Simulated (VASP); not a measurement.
Pt, 1 atom in the cell. It takes space group Fm-3m (No. 225, cubic). The conventional cell has a = 3.909 Å, b = 3.909 Å, c = 3.909 Å, α = 90.00°, β = 90.00°, γ = 90.00°. Pt (site symmetry m-3m) has 12 Pt at 2.76 Å within 3.6 Å. 

```yaml
Program: VASP 6.6.1
Task: single point
Functional: r2SCAN
Potentials_or_basis: VASP PAW PBE potentials, release 64 (Pt)
Cutoff: 520 eV
k_mesh: 24 × 24 × 24
Occupations: fermi-dirac, width 0.05 eV
Spin: no spin polarisation
Dipole_correction: no
Further_INCAR_settings: ALGO = Normal; EDIFF = 1e-06; NBANDS = 11
```

Potentials or basis: VASP PAW PBE potentials, release 64 (Pt).

The run is started by

```console
$ cat potpaw_PBE.64/Pt/POTCAR > POTCAR
$ cp INCAR.step1 INCAR
$ mpirun -np 1 vasp_std > vasp.out
$ cp INCAR.step2 INCAR
$ mpirun -np 1 vasp_std > vasp.out
```

Hardware: 1 thread of Intel(R) Xeon(R) 6975P-C (Granite Rapids) (shared host).

How long does it take, and how much memory?

Run time: 74 s on 1 thread of Intel(R) Xeon(R) 6975P-C (Granite Rapids), on a shared host, peak memory 0.2 GiB. Counts: k points 413.
